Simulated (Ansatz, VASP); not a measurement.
## As in VASP and in Ansatz

```
As
1.0
     3.10456    0.00000    0.00000
    -1.55228    2.68863    0.00000
     0.00000    0.00000   10.50720
As
4
Cartesian
  0.0000 0.0000 0.0000
  0.0000 0.0000 5.2536
  0.0000 1.7924 2.6268
  1.5523 0.8962 7.8804
```

Alike in both runs: task single point; functional revPBE; k mesh 14 × 14 × 4; occupations fermi-dirac, width 0.1 eV; no spin polarisation.

|  | VASP | Ansatz |
| --- | --- | --- |
| version | VASP 6.6.1 | Ansatz 0.2.0 |
| potentials or method | VASP PAW PBE potentials, release 64 (As), cutoff 520 eV | plane waves (420 eV) with PAW, scalar-relativistic |
| valence electrons in the cell | 20 | 60 |

```tsv
	VASP	Ansatz	Ansatz less VASP
pressure (GPa)	-6.8	-6.8	+0.03
traceless stress, the component that is largest in VASP (GPa)	0.67	0.67	0.000
```

VASP's potentials were made for PBE, not for revPBE. The functional is the same, so the differences come from potentials, cutoffs and numerics. VASP's potentials hold 20 valence electrons a cell and Ansatz's 60, so a difference there can come from the potentials and not from the codes.
